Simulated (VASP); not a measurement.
A run of VASP 6.6.1 is set up as follows.

INCAR

```
SYSTEM = YMn2
ALGO = Normal
EDIFF = 1E-6
ENCUT = 520
GGA = PE
ISIF = 2
ISMEAR = 0
ISPIN = 2
LASPH = .TRUE.
LCHARG = .TRUE.
LELF = .TRUE.
LMAXMIX = 4
LORBIT = 11
LREAL = .FALSE.
LVHAR = .TRUE.
LWAVE = .FALSE.
MAGMOM = 0 0 0 0 0 0
NBANDS = 50
NELM = 150
NUPDOWN = 0.0
PREC = Accurate
SIGMA = 0.1
```

Contents of KPOINTS:

```
k-points
0
G
  8 8 8
  0 0 0
```

POSCAR

```
YMn2
1.0
    0.0000000000      3.8300000000      3.8300000000
    3.8300000000      0.0000000000      3.8300000000
    3.8300000000      3.8300000000      0.0000000000
Y Mn
2 4
Direct
    0.5000000000      0.5000000000      0.5000000000
    0.7500000000      0.7500000000      0.7500000000
    0.1250000000      0.1250000000      0.1250000000
    0.6250000000      0.1250000000      0.1250000000
    0.1250000000      0.1250000000      0.6250000000
    0.1250000000      0.6250000000      0.1250000000
```

Potentials or basis: VASP PAW PBE potentials, release 64 (Y_sv, Mn_pv).

Launch:

```sh
$ cat potpaw_PBE.64/Y_sv/POTCAR potpaw_PBE.64/Mn_pv/POTCAR > POTCAR
$ mpirun -np 1 vasp_std > vasp.out
```

(1) What does it give for the pressure?

## Answers

(1) -17.3 GPa.

Caveat: the cell stands under tension; the total moment is fixed, so each spin has its own Fermi level.
